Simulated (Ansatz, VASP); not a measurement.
## Two plane-wave programs on PbO2

INCAR

```
ALGO = Normal ; EDIFF = 1E-6
EDIFFG = -0.01 ; ENCUT = 600
GGA = PE ; IBRION = 2
ISIF = 3 ; ISMEAR = 0
LASPH = True ; LCHARG = False
LREAL = False ; LWAVE = False
NELM = 100 ; NSW = 100
PREC = Accurate ; SIGMA = 0.1
```

KPOINTS

```
k-points
0
Gamma
  10 10 8
```

POSCAR

```
PbO2
1.0
    3.7852803481      0.0000000000      0.0000000000
    0.0000000000      3.7852803481      0.0000000000
    0.0000000000      0.0000000000      5.7444424015
Pb O
2 4
Direct
    0.0000000000      0.0000000000      0.0000000000
    0.5000000000      0.5000000000      0.5000000000
    0.0000000000      0.5000000000      0.1857881460
    0.0000000000      0.5000000000      0.6857881460
    0.5000000000      0.0000000000      0.3142118540
    0.5000000000      0.0000000000      0.8142118540
```

Input for Ansatz:

```yaml
crystal:
  lattice:
    - [3.7852803481, 0.0, 0.0]
    - [0.0, 3.7852803481, 0.0]
    - [0.0, 0.0, 5.7444424015]
  atoms:
    - { symbol: Pb, position: [0.0, 0.0, 0.0] }
    - { symbol: Pb, position: [0.5, 0.5, 0.5] }
    - { symbol: O, position: [0.0, 0.5, 0.185788146] }
    - { symbol: O, position: [0.0, 0.5, 0.685788146] }
    - { symbol: O, position: [0.5, 0.0, 0.314211854] }
    - { symbol: O, position: [0.5, 0.0, 0.814211854] }
basis:
  ecutwfc: 420
kpoints:
  mp_grid: { grid: [10, 10, 8] }
hamiltonian:
  xc: pbe
scf:
  occupations: { method: gaussian, width: 0.1 }
output:
  forces: true
  stress: true
  eigenvalues: true
relax:
  adjacent_minimum: "off"
  f_tol: 0.01
  max_steps: 80
  cell: { stress_tol: 0.05 }
```

Alike in both runs: task relaxation of cell and atoms; functional PBE; k mesh 10 × 10 × 8; occupations gaussian, width 0.1 eV; no spin polarisation.

```csv
,VASP,Ansatz
version,VASP 6.6.1,Ansatz 0.2.0
potentials or method,"VASP PAW PBE potentials, release 64 (Pb_d, O), cutoff 600 eV","scalar-relativistic, plane waves, PAW"
valence electrons in the cell,52,52
```

```tsv
	VASP	Ansatz	Ansatz less VASP
gap on the k mesh at the Fermi level, each at its own relaxed structure (eV)	none	none	-
relaxed volume (Å³/atom)	13.70	13.70	-0.001
relaxed cell length with the largest relative difference (Å)	5.751	5.753	+0.0020
```

A gap of «none» marks a metal or a gap that the smearing closes.

Spin-orbit coupling is off throughout.
